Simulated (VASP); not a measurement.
# BiTe (Fm-3m) in VASP: further runs

The runs below take BiTe through single point, with LDA, PBEsol.

All numbers are computed with VASP 6.6.1; they aren't measurements. Logs are shortened: lines on timing, memory, paths and dates and some standing lists are left out, and cuts for length are marked.

### 1 The cell of the first run

The structure is cubic, space group Fm-3m (No. 225). Conventional cell: a = 6.470 Å, b = 6.470 Å, c = 6.470 Å, α = 90.00°, β = 90.00°, γ = 90.00°. Bi (site symmetry m-3m) has 6 Te at 3.23 Å within 4.3 Å. Within 4.3 Å of Te (site symmetry m-3m) lie 6 Bi at 3.23 Å.

### 2 Single point, LDA

File INCAR:

```
ALGO = Normal
EDIFF = 1E-7
ENCUT = 520
ISIF = 2
ISMEAR = -1
LASPH = T
LCHARG = F
LREAL = F
LWAVE = F
NBANDS = 18
NELM = 100
PREC = Accurate
SIGMA = 0.08
```

File KPOINTS:

```
k-points
0
Gamma
  10 10 10
```

File POSCAR:

```
BiTe
1.0
    0.0000000000      3.2350000000      3.2350000000
    3.2350000000      0.0000000000      3.2350000000
    3.2350000000      3.2350000000      0.0000000000
Bi Te
1 1
Direct
    0.0000000000      0.0000000000      0.0000000000
    0.5000000000      0.5000000000      0.5000000000
```

Potentials or basis: VASP PAW LDA potentials, release 64 (Bi_d, Te).

Launch:

```bash
$ cat potpaw_LDA.64/Bi_d/POTCAR potpaw_LDA.64/Te/POTCAR > POTCAR
$ mpirun -np 1 vasp_std > vasp.out
```

OUTCAR:

```text
EDIFF = 1E-7
   ENCUT = 520
   ISIF = 2
   ISMEAR = -1
   LASPH = T
   LREAL = F
   NELM = 100
   PREC = Accurate

 ion  position               nearest neighbor table
   1  0.000  0.000  0.000-   2 3.23   2 3.23   2 3.23   2 3.23   2 3.23   2 3.23
   2  0.500  0.500  0.500-   1 3.23   1 3.23   1 3.23   1 3.23   1 3.23   1 3.23

  LATTYP: Found a face centered cubic cell.
 ALAT       =     6.4700000000

  Lattice vectors:

 A1 = (   0.0000000000,   3.2350000000,   3.2350000000)
 A2 = (   3.2350000000,   0.0000000000,   3.2350000000)
 A3 = (   3.2350000000,   3.2350000000,   0.0000000000)

Analysis of symmetry for initial positions (statically):
=====================================================================
 Subroutine PRICEL returns:
 Original cell was already a primitive cell.

 Routine SETGRP: Setting up the symmetry group for a
 face centered cubic supercell.

 Subroutine GETGRP returns: Found 48 space group operations
 (whereof 48 operations were pure point group operations)
 out of a pool of 48 trial point group operations.

The static configuration has the point symmetry O_h .

Analysis of symmetry for dynamics (positions and initial velocities):
=====================================================================
 Subroutine PRICEL returns:
 Original cell was already a primitive cell.

 Routine SETGRP: Setting up the symmetry group for a
 face centered cubic supercell.

 Subroutine GETGRP returns: Found 48 space group operations
 (whereof 48 operations were pure point group operations)
 out of a pool of 48 trial point group operations.

The dynamic configuration has the point symmetry O_h .

 Subroutine INISYM returns: Found 48 space group operations
 (whereof 48 operations are pure point group operations),
 and found     1 'primitive' translations

----------------------------------------------------------------------------------------

                                     Primitive cell

  volume of cell :      67.7100

  direct lattice vectors                    reciprocal lattice vectors
     0.000000000  3.235000000  3.235000000    -0.154559505  0.154559505  0.154559505
     3.235000000  0.000000000  3.235000000     0.154559505 -0.154559505  0.154559505
     3.235000000  3.235000000  0.000000000     0.154559505  0.154559505 -0.154559505

  length of vectors
     4.574980874  4.574980874  4.574980874     0.267704916  0.267704916  0.267704916

  position of ions in fractional coordinates (direct lattice)
     0.000000000  0.000000000  0.000000000
     0.500000000  0.500000000  0.500000000

  ion indices of the primitive-cell ions
   primitive index   ion index
                 1           1
                 2           2

----------------------------------------------------------------------------------------

 KPOINTS: k-points

Automatic generation of k-mesh.
 Grid dimensions read from file:
 generate k-points for:   10   10   10

 Generating k-lattice:

  Cartesian coordinates                     Fractional coordinates (reciprocal lattice)
    -0.015455951  0.015455951  0.015455951     0.100000000  0.000000000  0.000000000
     0.015455951 -0.015455951  0.015455951     0.000000000  0.100000000  0.000000000
     0.015455951  0.015455951 -0.015455951     0.000000000  0.000000000  0.100000000

  Length of vectors
     0.026770492  0.026770492  0.026770492

  Shift w.r.t. Gamma in fractional coordinates (k-lattice)
     0.000000000  0.000000000  0.000000000

 Subroutine IBZKPT returns following result:
 ===========================================

 Found     47 irreducible k-points:

 Following reciprocal coordinates:
            Coordinates               Weight
  0.000000  0.000000  0.000000      1.000000
  0.100000  0.000000  0.000000      8.000000
  0.200000  0.000000  0.000000      8.000000
  0.300000  0.000000  0.000000      8.000000
  0.400000  0.000000  0.000000      8.000000
  0.500000  0.000000  0.000000      4.000000
[... 16 lines left out ...]
  0.300000  0.300000  0.000000      6.000000
  0.400000  0.300000  0.000000     24.000000
 [... further k-points ...]
   k-points           NKPTS =     47   k-points in BZ     NKDIM =     47   number of bands    NBANDS=     18
   number of dos      NEDOS =    301   number of ions     NIONS =      2
   total plane-waves  NPLWV =  46656
   dimension x,y,z NGX =    36 NGY =   36 NGZ =   36
   dimension x,y,z NGXF=    72 NGYF=   72 NGZF=   72
   ions per type =               1   1
   NGX,Y,Z   is equivalent  to a cutoff of  13.08, 13.08, 13.08 a.u.
   NGXF,Y,Z  is equivalent  to a cutoff of  26.16, 26.16, 26.16 a.u.
 SYSTEM =  unknown system
   PREC   = accura    normal or accurate (medium, high low for compatibility)
   ISTART =      0    job   : 0-new  1-cont  2-samecut
   ICHARG =      2    charge: 1-file 2-atom 10-const
   ISPIN  =      1    spin polarized calculation?
   LNONCOLLINEAR =      F non collinear calculations
   LSORBIT =      F    spin-orbit coupling
   LASPH  =      T    aspherical Exc in radial PAW
   ENCUT  =  520.0 eV  38.22 Ry    6.18 a.u.   8.51  8.51  8.51*2*pi/ulx,y,z
   NELM   =    100;   NELMIN=  2; NELMDL= -5     # of ELM steps
   EDIFF  = 0.1E-06   stopping-criterion for ELM
   LREAL  =      F    real-space projection
   EDIFFG = 0.1E-05   stopping-criterion for IOM
   NSW    =      0    number of steps for IOM
   IBRION =     -1    ionic relax: 0-MD 1-quasi-New 2-CG
   NFREE  =      0    steps in history (QN), initial steepest desc. (CG)
   ISIF   =      2    stress and relaxation
   ISYM   =      2    0-nonsym 1-usesym 2-fastsym
   POTIM  = 0.5000    time-step for ionic-motion
   TEBEG  =    0.0;   TEEND  =   0.0 temperature during run
   PSTRESS=    0.0 pullay stress
   NELECT =      21.0000    total number of electrons
   NUPDOWN=      -1.0000    fix difference up-down
   EMIN   =  10.00;   EMAX   =-10.00  energy-range for DOS
   EFERMI =   0.00;   METHOD = LEGACY
   ISMEAR =    -1;   SIGMA  =   0.08  broadening in eV -4-tet -1-fermi 0-gaus
   EFERMI_NEDOS =   21; number of points for ismear=-14 and -15
   IALGO  =     38    algorithm
   IMIX   =      4    mixing-type and parameters
     AMIX     =   0.40;   BMIX     =  1.00
     AMIX_MAG =   1.60;   BMIX_MAG =  1.00
  volume/ion in A,a.u.               =      33.86       228.46
  Fermi-wavevector in a.u.,A,eV,Ry     =   1.108146  2.094092 16.707785  1.227988
  Thomas-Fermi vector in A             =   2.244669
   LORBIT       =      0    0 simple, 1 ext, 2 COOP (PROOUT), +10 PAW based schemes
   GGA     = CA    functional components
   LHFCALC =     F    Hartree Fock is set to
   AEXX    =    0.0000 exact exchange contribution
   IVDW    =     0    specifies the selected vdW correction
   LEPSILON=     F    determine dielectric tensor
   LRPA    =     F    only Hartree local field effects (RPA)
 non-spin polarized calculation
  energy-cutoff  :      520.00
  volume of cell :       67.71
 maximum number of plane-waves:      1849
 NGX is ok and might be reduce to    36
   NGX = 17   NGY = 17   NGZ = 17

 number of electron      21.0000001 magnetization

 Free energy of the ion-electron system (eV)
  ---------------------------------------------------
  ext. energy  EPLUGINS =         0.00000000
  ---------------------------------------------------
  free energy    TOTEN  =        -8.50269256 eV

  energy without entropy =       -8.47224327  energy(sigma->0) =       -8.48746792

 E-fermi :   6.4204     XC(G=0):  -9.6758

 val. band max:        6.4149949694   @ k =   0.2000   0.2000   0.0000
 cond. band min:       6.4291000167   @ k =   0.5000   0.1000   0.0000
 fundamental gap:      0.0141050473
 Fermi energy:         6.4204346523

 k-point     1 :       0.0000    0.0000    0.0000
  band No.  band energies     occupation
      1     -16.6404      2.00000
      2     -16.6404      2.00000
      3     -16.6332      2.00000
      4     -16.6332      2.00000
      5     -16.6332      2.00000
      6      -7.0955      2.00000
[... 10 lines left out ...]
     17      12.4947      0.00000
     18      12.9327      0.00000

 k-point     2 :       0.1000    0.0000    0.0000
  band No.  band energies     occupation
      1     -16.6407      2.00000
      2     -16.6407      2.00000
      3     -16.6330      2.00000
      4     -16.6327      2.00000
      5     -16.6327      2.00000
      6      -7.0063      2.00000
[... 10 lines left out ...]
     17      13.1017      0.00000
     18      13.6294      0.00000

 k-point     3 :       0.2000    0.0000    0.0000
  band No.  band energies     occupation
      1     -16.6417      2.00000
      2     -16.6417      2.00000
      3     -16.6326      2.00000
      4     -16.6311      2.00000
      5     -16.6311      2.00000
      6      -6.7412      2.00000
[... 10 lines left out ...]
     17      14.4364      0.00000
     18      14.8511      0.00000

 k-point     4 :       0.3000    0.0000    0.0000
  band No.  band energies     occupation
      1     -16.6431      2.00000
      2     -16.6431      2.00000
      3     -16.6320      2.00000
      4     -16.6290      2.00000
      5     -16.6290      2.00000
      6      -6.3085      2.00000
[... 375 lines left out ...]
      4     -16.6294      2.00000
      5     -16.6281      2.00000
      6      -6.1783      2.00000
[... 10 lines left out ...]
     17      14.4042      0.00000
     18      15.7231      0.00000

 k-point    23 :       0.3000    0.3000    0.0000
  band No.  band energies     occupation
      1     -16.6494      2.00000
      2     -16.6374      2.00000
      3     -16.6355      2.00000
      4     -16.6264      2.00000
      5     -16.6264      2.00000
      6      -6.1245      2.00000
[... 10 lines left out ...]
     17      14.4968      0.00000
     18      14.4968      0.00000

 k-point    24 :       0.4000    0.3000    0.0000
  band No.  band energies     occupation
      1     -16.6510      2.00000
      2     -16.6374      2.00000
      3     -16.6354      2.00000
      4     -16.6252      2.00000
      5     -16.6249      2.00000
      6      -5.7876      2.00000
[... 10 lines left out ...]
     17      15.3697      0.00000
     18      15.4518      0.00000

 [... further k-points ...]

------------------------ aborting loop because EDIFF is reached ----------------------------------------

  FORCE on cell =-STRESS in cart. coord.  units (eV):
  Direction    XX          YY          ZZ          XY          YZ          ZX
  --------------------------------------------------------------------------------------
  -------------------------------------------------------------------------------------
  Total       -1.1533621     -1.1533621     -1.1533621     -0.0000000     -0.0000000     -0.0000000
  in kB      -27.2912498    -27.2912498    -27.2912498     -0.0000000     -0.0000000     -0.0000000
  external PRESSURE =     -27.2912498 kB  Pullay stress =       0.0000000 kB

 VOLUME and BASIS-vectors are now :
 -----------------------------------------------------------------------------
  energy-cutoff  :      520.00
  volume of cell :       67.71
      direct lattice vectors                 reciprocal lattice vectors
     0.000000000  3.235000000  3.235000000    -0.154559505  0.154559505  0.154559505
     3.235000000  0.000000000  3.235000000     0.154559505 -0.154559505  0.154559505
     3.235000000  3.235000000  0.000000000     0.154559505  0.154559505 -0.154559505

 POSITION                                       TOTAL-FORCE (eV/Angst)
 -----------------------------------------------------------------------------------
      0.00000      0.00000      0.00000         0.000000      0.000000      0.000000
      3.23500      3.23500      3.23500        -0.000000     -0.000000     -0.000000
 -----------------------------------------------------------------------------------
    total drift:                               -0.000000      0.000000      0.000000

  FREE ENERGIE OF THE ION-ELECTRON SYSTEM (eV)
  ---------------------------------------------------
  free  energy   TOTEN  =        -8.5026925643 eV

  energy  without entropy=       -8.4722432708  energy(sigma->0) =       -8.48746792
```

It took 26 s on 1 thread of Intel Xeon 6975P-C (Granite Rapids), shared host; peak memory 0.2 GiB.

What came out:

```yaml
Free_energy: -8.5027 eV
Pressure: -2.7 GPa
Band_gap_on_the_k_mesh: zero (an odd number of electrons rules out a gap without spin polarisation)
```

Levels at points of the mesh, in eV from the Fermi level:
| k point | band 7 | band 8 | band 9 | band 10 | band 11 | band 12 | band 13 | band 14 |
| --- | --- | --- | --- | --- | --- | --- | --- | --- |
| (0.00, 0.00, 0.00) | -8.16 | -2.51 | -2.51 | -2.51 | 2.13 | 2.13 | 2.13 | 4.70 |
| (0.50, 0.00, 0.00) | -11.25 | -1.87 | -1.87 | -1.57 | -0.85 | -0.62 | -0.62 | 7.29 |
| (0.50, 0.50, 0.00) | -9.96 | -5.63 | -3.98 | -3.98 | 2.25 | 3.56 | 3.56 | 4.92 |

Caveat: spin-orbit coupling is left out, which moves the levels of the heavy elements.

### 3 Single point, PBEsol

File INCAR:

```
PREC     = Accurate       # precision mode
ENCUT    = 520            # plane-wave cutoff, eV
EDIFF    = 1E-6           # SCF threshold, eV
ISMEAR   = -1             # smearing method
SIGMA    = 0.08           # smearing width, eV
LREAL    = F              # projectors in reciprocal space
LASPH    = T              # aspherical terms in the spheres
NELM     = 100            # most SCF steps
ALGO     = Normal         # electronic algorithm
ISIF     = 2              # what is computed and relaxed
LWAVE    = F              # write WAVECAR
LCHARG   = F              # write CHGCAR
GGA      = PS             # functional
NBANDS   = 18             # bands
```

File KPOINTS:

```
Automatic mesh
0
Gamma
  10 10 10
```

POSCAR is that of step 2.

Potentials or basis: VASP PAW PBE potentials, release 64 (Bi_d, Te).

Launch:

```bash
$ cat potpaw_PBE.64/Bi_d/POTCAR potpaw_PBE.64/Te/POTCAR > POTCAR
$ mpirun -np 1 vasp_std > vasp.out
```

Run time: 29 s. Hardware: 1 thread of Intel Xeon 6975P-C (Granite Rapids), shared host; peak memory 0.22 GiB.

The run converged. Its results:

```yaml
Free_energy: -7.9895 eV
Pressure: -1.7 GPa
Band_gap_on_the_k_mesh: zero (an odd number of electrons rules out a gap without spin polarisation)
```

Levels at points of the mesh, in eV from the Fermi level:
```
           k point  band 6  band 7  band 8  band 9  band 10  band 11  band 12  band 13  band 14  band 15
(0.00, 0.00, 0.00)  -13.53   -8.14   -2.52   -2.52    -2.52     2.16     2.16     2.16     4.64     4.64
(0.50, 0.00, 0.00)  -11.57  -11.26   -1.89   -1.89    -1.60    -0.85    -0.63    -0.63     7.25     7.72
(0.50, 0.50, 0.00)  -11.76   -9.95   -5.67   -4.00    -4.00     2.18     3.60     3.60     4.96     8.71
```

Caveat: the PAW data sets were made with another functional, which shifts forces and pressure a little; spin-orbit coupling is left out, which moves the levels of the heavy elements.
